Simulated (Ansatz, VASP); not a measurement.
**Sb: VASP beside Ansatz**

```
Sb
1.0
     7.32243    0.00000    0.00000
     0.00000    7.32243    0.00000
     0.00000    0.00000    2.90209
Sb
6
Direct
  0.50000 0.50000 0.00000
  0.00000 0.00000 0.00000
  0.86318 0.63682 0.00000
  0.13682 0.36318 0.00000
  0.63682 0.13682 0.00000
  0.36318 0.86318 0.00000
```

Alike in both runs: task single point; functional PBE; k mesh 4 × 4 × 6; occupations gaussian, width 0.1 eV; no spin polarisation.

```csv
,VASP,Ansatz
version,VASP 6.6.1,Ansatz 0.2.0
potentials or method,"VASP PAW PBE potentials, release 64 (Sb), cutoff 520 eV","scalar-relativistic, plane waves, PAW"
valence electrons in the cell,30,90
```

VASP gave:

| Property | Result |
| --- | --- |
| gap on the k mesh at the Fermi level (eV) | none |
| pressure (GPa) | 18.5 |
| traceless stress, the component that is largest in VASP (GPa) | -1.46 |
| rms of the force components (eV/Å) | 0.066 |

Q: What did Ansatz give for the same quantities?

A: gap on the k mesh at the Fermi level (eV): none; pressure (GPa): 18.3; traceless stress, the component that is largest in VASP (GPa): -1.50; rms of the force components (eV/Å): 0.072.

Atom by atom the forces differ by 0.006 eV/Å (rms over components). A gap of «none» marks a metal or a gap that the smearing closes. VASP's potentials hold 30 valence electrons a cell and Ansatz's 90, so a difference there can come from the potentials and not from the codes.

The k mesh is coarse, so the values compare programs but aren't converged. Neither program's run includes spin-orbit coupling.
